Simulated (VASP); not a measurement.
# Hf (Fm-3m) in VASP: further runs

Runs on Hf. Level: PBE. Tasks: single point, relaxation of cell and atoms.

All numbers are computed with VASP 6.6.1; they aren't measurements. Logs are shortened: lines on timing, memory, paths and dates and some standing lists are left out, and cuts for length are marked.

## 1. The cell of the first run

The structure is cubic, space group Fm-3m (No. 225). The conventional cell has a = 4.486 Å, b = 4.486 Å, c = 4.486 Å, α = 90.00°, β = 90.00°, γ = 90.00°. Hf (site symmetry m-3m) has 12 Hf at 3.17 Å within 4.2 Å.

## 2. Single point, PBE

Input file INCAR:

```
  PREC = Accurate
  ENCUT = 520
  EDIFF = 1E-6
  ISMEAR = 0
  SIGMA = 0.1
  LREAL = F
  LASPH = T
  NELM = 100
  ALGO = Normal
  ISIF = 2
  LWAVE = F
  LCHARG = F
  GGA = PE
  NBANDS = 11
```

Input file KPOINTS:

```
Automatic mesh
0
Gamma
  16 16 16
```

Input file POSCAR:

```
Hf
1.0
    0.0000000000      2.2430254954      2.2430254954
    2.2430254954      0.0000000000      2.2430254954
    2.2430254954      2.2430254954      0.0000000000
Hf
1
Direct
    0.0000000000      0.0000000000      0.0000000000
```

Potentials or basis: VASP PAW PBE potentials, release 64 (Hf_pv).

Command:

```bash
$ cat potpaw_PBE.64/Hf_pv/POTCAR > POTCAR
$ mpirun -np 1 vasp_std > vasp.out
```

OUTCAR:

```text
PREC = Accurate
   ENCUT = 520
   EDIFF = 1E-6
   ISMEAR = 0
   LREAL = F
   LASPH = T
   NELM = 100
   ISIF = 2
   GGA = PE

 ion  position               nearest neighbor table
   1  0.000  0.000  0.000-

  LATTYP: Found a face centered cubic cell.
 ALAT       =     4.4860509908

  Lattice vectors:

 A1 = (   0.0000000000,   2.2430254954,   2.2430254954)
 A2 = (   2.2430254954,   0.0000000000,   2.2430254954)
 A3 = (   2.2430254954,   2.2430254954,   0.0000000000)

Analysis of symmetry for initial positions (statically):
=====================================================================
 Subroutine PRICEL returns:
 Original cell was already a primitive cell.

 Routine SETGRP: Setting up the symmetry group for a
 face centered cubic supercell.

 Subroutine GETGRP returns: Found 48 space group operations
 (whereof 48 operations were pure point group operations)
 out of a pool of 48 trial point group operations.

The static configuration has the point symmetry O_h .

Analysis of symmetry for dynamics (positions and initial velocities):
=====================================================================
 Subroutine PRICEL returns:
 Original cell was already a primitive cell.

 Routine SETGRP: Setting up the symmetry group for a
 face centered cubic supercell.

 Subroutine GETGRP returns: Found 48 space group operations
 (whereof 48 operations were pure point group operations)
 out of a pool of 48 trial point group operations.

The dynamic configuration has the point symmetry O_h .

 Subroutine INISYM returns: Found 48 space group operations
 (whereof 48 operations are pure point group operations),
 and found     1 'primitive' translations

----------------------------------------------------------------------------------------

                                     Primitive cell

  volume of cell :      22.5701

  direct lattice vectors                    reciprocal lattice vectors
     0.000000000  2.243025495  2.243025495    -0.222913204  0.222913204  0.222913204
     2.243025495  0.000000000  2.243025495     0.222913204 -0.222913204  0.222913204
     2.243025495  2.243025495  0.000000000     0.222913204  0.222913204 -0.222913204

  length of vectors
     3.172117076  3.172117076  3.172117076     0.386096995  0.386096995  0.386096995

  position of ions in fractional coordinates (direct lattice)
     0.000000000  0.000000000  0.000000000

  ion indices of the primitive-cell ions
   primitive index   ion index
                 1           1

----------------------------------------------------------------------------------------

 KPOINTS: Automatic mesh

Automatic generation of k-mesh.
 Grid dimensions read from file:
 generate k-points for:   16   16   16

 Generating k-lattice:

  Cartesian coordinates                     Fractional coordinates (reciprocal lattice)
    -0.013932075  0.013932075  0.013932075     0.062500000  0.000000000  0.000000000
     0.013932075 -0.013932075  0.013932075     0.000000000  0.062500000  0.000000000
     0.013932075  0.013932075 -0.013932075     0.000000000  0.000000000  0.062500000

  Length of vectors
     0.024131062  0.024131062  0.024131062

  Shift w.r.t. Gamma in fractional coordinates (k-lattice)
     0.000000000  0.000000000  0.000000000

 Subroutine IBZKPT returns following result:
 ===========================================

 Found    145 irreducible k-points:

 Following reciprocal coordinates:
            Coordinates               Weight
  0.000000  0.000000  0.000000      1.000000
  0.062500  0.000000  0.000000      8.000000
  0.125000  0.000000  0.000000      8.000000
  0.187500  0.000000  0.000000      8.000000
  0.250000  0.000000  0.000000      8.000000
  0.312500  0.000000  0.000000      8.000000
[... 16 lines left out ...]
 -0.125000  0.062500  0.000000     24.000000
 -0.062500  0.062500  0.000000     12.000000
 [... further k-points ...]
   k-points           NKPTS =    145   k-points in BZ     NKDIM =    145   number of bands    NBANDS=     11
   number of dos      NEDOS =    301   number of ions     NIONS =      1
   total plane-waves  NPLWV =  13824
   dimension x,y,z NGX =    24 NGY =   24 NGZ =   24
   dimension x,y,z NGXF=    48 NGYF=   48 NGZF=   48
   ions per type =               1
   NGX,Y,Z   is equivalent  to a cutoff of  12.58, 12.58, 12.58 a.u.
   NGXF,Y,Z  is equivalent  to a cutoff of  25.16, 25.16, 25.16 a.u.
 SYSTEM =  unknown system
   PREC   = accura    normal or accurate (medium, high low for compatibility)
   ISTART =      0    job   : 0-new  1-cont  2-samecut
   ICHARG =      2    charge: 1-file 2-atom 10-const
   ISPIN  =      1    spin polarized calculation?
   LNONCOLLINEAR =      F non collinear calculations
   LSORBIT =      F    spin-orbit coupling
   LASPH  =      T    aspherical Exc in radial PAW
   ENCUT  =  520.0 eV  38.22 Ry    6.18 a.u.   5.90  5.90  5.90*2*pi/ulx,y,z
   NELM   =    100;   NELMIN=  2; NELMDL= -5     # of ELM steps
   EDIFF  = 0.1E-05   stopping-criterion for ELM
   LREAL  =      F    real-space projection
[... 7 lines left out ...]
   TEBEG  =    0.0;   TEEND  =   0.0 temperature during run
   PSTRESS=    0.0 pullay stress
   NELECT =      10.0000    total number of electrons
   NUPDOWN=      -1.0000    fix difference up-down
   EMIN   =  10.00;   EMAX   =-10.00  energy-range for DOS
   EFERMI =   0.00;   METHOD = LEGACY
   ISMEAR =     0;   SIGMA  =   0.10  broadening in eV -4-tet -1-fermi 0-gaus
   EFERMI_NEDOS =   21; number of points for ismear=-14 and -15
   IALGO  =     38    algorithm
   IMIX   =      4    mixing-type and parameters
     AMIX     =   0.40;   BMIX     =  1.00
     AMIX_MAG =   1.60;   BMIX_MAG =  1.00
  volume/ion in A,a.u.               =      22.57       152.31
  Fermi-wavevector in a.u.,A,eV,Ry     =   1.248046  2.358465 21.192694  1.557619
  Thomas-Fermi vector in A             =   2.382151
   LORBIT       =      0    0 simple, 1 ext, 2 COOP (PROOUT), +10 PAW based schemes
   GGA     = PE    functional components
   LHFCALC =     F    Hartree Fock is set to
   AEXX    =    0.0000 exact exchange contribution
   IVDW    =     0    specifies the selected vdW correction
   LEPSILON=     F    determine dielectric tensor
   LRPA    =     F    only Hartree local field effects (RPA)
 non-spin polarized calculation
[... 47 lines left out ...]
      7       6.1442      0.00000
      8       8.7654      0.00000
      9       8.7654      0.00000
     10      16.2689      0.00000
     11      17.7149      0.00000

 k-point     3 :       0.1250    0.0000    0.0000
  band No.  band energies     occupation
      1     -25.4899      2.00000
      2     -25.3836      2.00000
      3     -25.3836      2.00000
      4      -1.9731      2.00000
      5       5.5853      0.00000
      6       6.3070      0.00000
      7       6.3070      0.00000
      8       8.6145      0.00000
      9       8.6145      0.00000
     10      17.0232      0.00000
     11      17.7117      0.00000

 k-point     4 :       0.1875    0.0000    0.0000
  band No.  band energies     occupation
      1     -25.6220      2.00000
      2     -25.4007      2.00000
      3     -25.4007      2.00000
      4      -1.3685      2.00000
      5       5.1605      0.00000
      6       6.4516      0.00000
      7       6.4516      0.00000
      8       8.5688      0.00000
      9       8.5688      0.00000
     10      16.8898      0.00000
     11      17.7173      0.00000

 k-point     5 :       0.2500    0.0000    0.0000
  band No.  band energies     occupation
      1     -25.7742      2.00000
      2     -25.4209      2.00000
      3     -25.4209      2.00000
      4      -0.6336      2.00000
      5       4.8078      0.06384
      6       6.4300      0.00000
      7       6.4300      0.00000
      8       8.8317      0.00000
      9       8.8317      0.00000
     10      15.9798      0.00000
     11      17.7159      0.00000

 k-point     6 :       0.3125    0.0000    0.0000
  band No.  band energies     occupation
      1     -25.9226      2.00000
      2     -25.4410      2.00000
      3     -25.4410      2.00000
      4       0.1000      2.00000
      5       4.6525      1.26812
      6       6.2572      0.00000
      7       6.2572      0.00000
      8       9.3991      0.00000
      9       9.3991      0.00000
     10      15.1907      0.00000
     11      17.7091      0.00000

 k-point     7 :       0.3750    0.0000    0.0000
  band No.  band energies     occupation
      1     -26.0457      2.00000
      2     -25.4579      2.00000
      3     -25.4579      2.00000
      4       0.6685      2.00000
      5       4.7716      0.17955
      6       6.0573      0.00000
      7       6.0573      0.00000
      8      10.0919      0.00000
      9      10.0919      0.00000
     10      14.5757      0.00000
     11      17.1327      0.00000

 k-point     8 :       0.4375    0.0000    0.0000
  band No.  band energies     occupation
      1     -26.1266      2.00000
      2     -25.4692      2.00000
      3     -25.4692      2.00000
      4       0.9800      2.00000
      5       5.0676      0.00000
      6       5.9132      0.00000
      7       5.9132      0.00000
      8      10.6842      0.00000
      9      10.6842      0.00000
     10      14.1338      0.00000
     11      15.9903      0.00000
[... 141 lines left out ...]
 k-point    19 :      -0.3750    0.0625    0.0000
  band No.  band energies     occupation
      1     -26.0703      2.00000
      2     -25.4918      2.00000
      3     -25.4593      2.00000
      4       0.9240      2.00000
      5       4.7650      0.21189
      6       5.8657      0.00000
      7       6.0859      0.00000
      8       9.9486      0.00000
      9      10.7915      0.00000
     10      14.4890      0.00000
     11      16.7993      0.00000

 k-point    20 :      -0.3125    0.0625    0.0000
  band No.  band energies     occupation
      1     -25.9632      2.00000
      2     -25.4791      2.00000
      3     -25.4404      2.00000
      4       0.4311      2.00000
      5       4.5929      1.76424
      6       6.0438      0.00000
      7       6.2773      0.00000
      8       9.1757      0.00000
      9      10.1808      0.00000
     10      15.1759      0.00000
     11      17.7002      0.00000

 k-point    21 :      -0.2500    0.0625    0.0000
  band No.  band energies     occupation
      1     -25.8258      2.00000
      2     -25.4599      2.00000
      3     -25.4192      2.00000
      4      -0.2706      2.00000
      5       4.6643      1.13970
      6       6.2625      0.00000
      7       6.4950      0.00000
      8       8.5026      0.00000
      9       9.5368      0.00000
     10      15.9498      0.00000
     11      17.7157      0.00000

 k-point    22 :      -0.1875    0.0625    0.0000
  band No.  band energies     occupation
      1     -25.6780      2.00000
      2     -25.4369      2.00000
      3     -25.3990      2.00000
      4      -1.0226      2.00000
      5       4.9516      0.00010
      6       6.4078      0.00000
      7       6.5891      0.00000
      8       8.1432      0.00000
      9       9.0640      0.00000
     10      16.8334      0.00000
     11      17.7189      0.00000

 k-point    23 :      -0.1250    0.0625    0.0000
  band No.  band energies     occupation
      1     -25.5430      2.00000
      2     -25.4130      2.00000
      3     -25.3829      2.00000
      4      -1.6786      2.00000
      5       5.3451      0.00000
      6       6.3900      0.00000
      7       6.4457      0.00000
      8       8.2158      0.00000
      9       8.8604      0.00000
     10      17.4893      0.00000
     11      17.7128      0.00000

 k-point    24 :      -0.0625    0.0625    0.0000
  band No.  band energies     occupation
      1     -25.4446      2.00000
      2     -25.3903      2.00000
      3     -25.3734      2.00000
      4      -2.1439      2.00000
      5       5.7188      0.00000
      6       6.2443      0.00000
      7       6.2577      0.00000
      8       8.5001      0.00000
      9       8.8265      0.00000
     10      16.7445      0.00000
     11      17.7137      0.00000

 [... further k-points ...]

------------------------ aborting loop because EDIFF is reached ----------------------------------------

  FORCE on cell =-STRESS in cart. coord.  units (eV):
  Direction    XX          YY          ZZ          XY          YZ          ZX
  --------------------------------------------------------------------------------------
  -------------------------------------------------------------------------------------
  Total       -0.0717635     -0.0717635     -0.0717635      0.0000000      0.0000000      0.0000000
  in kB       -5.0942626     -5.0942626     -5.0942626      0.0000000      0.0000000      0.0000000
  external PRESSURE =      -5.0942626 kB  Pullay stress =       0.0000000 kB

 VOLUME and BASIS-vectors are now :
 -----------------------------------------------------------------------------
  energy-cutoff  :      520.00
  volume of cell :       22.57
      direct lattice vectors                 reciprocal lattice vectors
     0.000000000  2.243025495  2.243025495    -0.222913204  0.222913204  0.222913204
     2.243025495  0.000000000  2.243025495     0.222913204 -0.222913204  0.222913204
     2.243025495  2.243025495  0.000000000     0.222913204  0.222913204 -0.222913204

 POSITION                                       TOTAL-FORCE (eV/Angst)
 -----------------------------------------------------------------------------------
      0.00000      0.00000      0.00000         0.000000      0.000000      0.000000
 -----------------------------------------------------------------------------------
    total drift:                                0.000000      0.000000      0.000000

  FREE ENERGIE OF THE ION-ELECTRON SYSTEM (eV)
  ---------------------------------------------------
  free  energy   TOTEN  =        -9.8549196834 eV

  energy  without entropy=       -9.8453412858  energy(sigma->0) =       -9.85013048
```

Wall time 8.1 s (1 thread of Intel Xeon 6975P-C (Granite Rapids), shared host); peak memory 0.16 GiB.

Results:

- Free energy: -9.8549 eV
- Pressure: -0.5 GPa
- Band gap on the k mesh: zero (band 5 reaches 6.08 eV, above the bottom of band 6 at 4.29 eV)

Levels at points of the mesh, in eV from the Fermi level:
```tsv
k point	band 2	band 3	band 4	band 5	band 6	band 7	band 8	band 9
(0.00, 0.00, 0.00)	-30.04	-30.04	-7.18	1.40	1.40	1.40	4.16	4.16
(0.50, 0.00, 0.00)	-30.15	-30.15	-3.61	0.55	1.18	1.18	6.25	6.25
(0.50, 0.50, 0.00)	-30.33	-30.33	-3.21	-2.09	2.48	6.26	6.86	6.86
```

Caveat: spin-orbit coupling is left out, which moves the levels of the heavy elements.

## 3. Relaxation of cell and atoms, PBE

Input file INCAR:

```
ALGO = Fast ; EDIFF = 1E-6
EDIFFG = -0.01 ; ENCUT = 600
GGA = PE ; IBRION = 2
ISIF = 3 ; ISMEAR = 0
LASPH = True ; LCHARG = False
LREAL = False ; LWAVE = False
NELM = 80 ; NSW = 80
PREC = Accurate ; SIGMA = 0.1
```

Input file KPOINTS:

```
k-points
0
Gamma
  16 16 16
```

POSCAR is that of step 2.

Potentials or basis: VASP PAW PBE potentials, release 64 (Hf_pv).

Command:

```bash
$ cat potpaw_PBE.64/Hf_pv/POTCAR > POTCAR
$ mpirun -np 1 vasp_std > vasp.out
```

Run time: 37 s. Hardware: 1 thread of Intel Xeon 6975P-C (Granite Rapids), shared host; peak memory 0.19 GiB.

The run converged. Its results:

* Free energy: -9.8553 eV
* Relaxed volume: 22.45 Å³/atom
* Relaxed cell: a = 3.166 Å, b = 3.166 Å, c = 3.166 Å, α = 60.00°, β = 60.00°, γ = 60.00°
* Space group after relaxing (to 0.05 Å): Fm-3m (No. 225)
* Energy gained by relaxing: 0.2 meV/atom
* Ionic steps: 3
* Pressure after relaxing: 0.0 GPa
* Band gap on the k mesh: zero (band 5 reaches 6.12 eV, above the bottom of band 6 at 4.32 eV)

The path:
```csv
step,energy change (eV),largest force (eV/Å),pressure (GPa),volume (Å³)
1,0.0000,0.0000,-0.42,22.57
2,-0.0001,0.0000,0.39,22.38
3,-0.0002,0.0000,-0.04,22.45
```

Final structure:
```
Hf
1.0
     0.00000    2.23900    2.23900
     2.23900    0.00000    2.23900
     2.23900    2.23900    0.00000
Hf
1
Direct
  0.00000 0.00000 0.00000
```

Levels at points of the mesh, in eV from the Fermi level:
```
           k point  band 1  band 2  band 3  band 4  band 5  band 6  band 7  band 8  band 9
(0.00, 0.00, 0.00)  -30.02  -30.02  -30.02   -7.20    1.41    1.41    1.41    4.18    4.18
(0.50, 0.00, 0.00)  -30.82  -30.13  -30.13   -3.62    0.57    1.19    1.19    6.29    6.29
(0.50, 0.50, 0.00)  -30.77  -30.31  -30.31   -3.23   -2.11    2.50    6.30    6.91    6.91
```

Caveat: spin-orbit coupling is left out, which moves the levels of the heavy elements.

## 4. Single point, PBE

This run uses another cell than the first one, of 20.96 Å³/atom, 0.929 times its volume.

Input file INCAR:

```
SYSTEM = Hf
  PREC = Accurate
  ENCUT = 500
  EDIFF = 1E-6
  ISMEAR = 0
  SIGMA = 0.1
  LREAL = .False.
  LASPH = .True.
  NELM = 120
  ALGO = Normal
  ISIF = 2
  LWAVE = .False.
  LCHARG = .True.
  GGA = PE
  LELF = .True.
  LVHAR = .True.
  NBANDS = 11
  GGA_COMPAT = .False.
```

Input file KPOINTS:

```
regular mesh
0
Gamma
  8 8 8
  0 0 0
```

Input file POSCAR:

```
Hf
1.0
    0.0000000000      2.1883330804      2.1883330804
    2.1883330804      0.0000000000      2.1883330804
    2.1883330804      2.1883330804      0.0000000000
Hf
1
Direct
    0.0000000000      0.0000000000      0.0000000000
```

Command:

```bash
$ cat potpaw_PBE.64/Hf_pv/POTCAR > POTCAR
$ mpirun -np 1 vasp_std > vasp.out
```

Wall time 3.6 s (1 thread of Intel Xeon 6975P-C (Granite Rapids), shared host); peak memory 0.13 GiB.

It converged, with:

| Item | Value |
| --- | --- |
| Free energy | -9.8095 eV |
| Pressure | 7.7 GPa |
| Band gap on the k mesh | zero (band 5 reaches 6.63 eV, above the bottom of band 6 at 4.80 eV) |

Levels at points of the mesh, in eV from the Fermi level:
| k point | band 3 | band 4 | band 5 | band 6 | band 7 | band 8 |
| --- | --- | --- | --- | --- | --- | --- |
| (0.00, 0.00, 0.00) | -29.78 | -7.44 | 1.42 | 1.42 | 1.42 | 4.46 |
| (0.50, 0.00, 0.00) | -29.91 | -3.84 | 0.81 | 1.17 | 1.17 | 6.77 |
| (0.50, 0.50, 0.00) | -30.14 | -3.54 | -2.38 | 2.88 | 6.79 | 7.45 |

Caveat: spin-orbit coupling is left out, which moves the levels of the heavy elements.

## 5. Single point, PBE

Input file INCAR:

```
ALGO = Normal
EDIFF = 1E-6
ENCUT = 500
GGA = PE
GGA_COMPAT = False
ISIF = 2
ISMEAR = 0
LASPH = True
LCHARG = True
LELF = True
LREAL = False
LVHAR = True
LWAVE = False
NBANDS = 11
NELM = 120
PREC = Accurate
SIGMA = 0.1
```

Input file KPOINTS:

```
k-points
0
Gamma
  8 8 8
```

Input file POSCAR:

```
Hf
1.0
    0.0000000000      2.2430254932      2.2430254932
    2.2430254932      0.0000000000      2.2430254932
    2.2430254932      2.2430254932      0.0000000000
Hf
1
Direct
    0.0000000000      0.0000000000      0.0000000000
```

Command:

```bash
$ cat potpaw_PBE.64/Hf_pv/POTCAR > POTCAR
$ mpirun -np 1 vasp_std > vasp.out
```

It took 3.8 s on 1 thread of Intel Xeon 6975P-C (Granite Rapids), shared host; peak memory 0.13 GiB.

Results (log left out):

```yaml
Free_energy: -9.8445 eV
Pressure: -0.4 GPa
Band_gap_on_the_k_mesh: zero (band 5 reaches 6.07 eV, above the bottom of band 6 at 4.28 eV)
```

Levels at points of the mesh, in eV from the Fermi level:
```csv
k point,band 3,band 4,band 5,band 6,band 7,band 8
"(0.00, 0.00, 0.00)",-30.09,-7.21,1.36,1.36,1.36,4.12
"(0.50, 0.00, 0.00)",-30.19,-3.65,0.52,1.15,1.15,6.21
"(0.50, 0.50, 0.00)",-30.37,-3.24,-2.13,2.44,6.22,6.82
```

Caveat: spin-orbit coupling is left out, which moves the levels of the heavy elements.

## 6. The runs side by side

| task | cell | k mesh | cutoff (eV) | gap on the mesh (eV) | pressure (GPa) |
| --- | --- | --- | --- | --- | --- |
| single point | a = 3.172 Å, angles 60.0°, 1 atom | 16 × 16 × 16 | 520 | none | -0.5 |
| relaxation of cell and atoms | relaxed from a = 3.172 Å, angles 60.0°, 1 atom | 16 × 16 × 16 | 600 | none | 0.0 |
| single point | a = 3.095 Å, angles 60.0°, 1 atom | 8 × 8 × 8 | 500 | none | 7.7 |
| single point | a = 3.172 Å, angles 60.0°, 1 atom | 8 × 8 × 8 | 500 | none | -0.4 |

Alike in all rows: level PBE; potentials or basis VASP PAW PBE potentials, release 64 (Hf_pv); no spin polarisation; smearing gaussian 0.1 eV.

Caveats: spin-orbit coupling is left out, which moves the levels of the heavy elements.

Absolute energies hang on the potentials; compare differences alone.
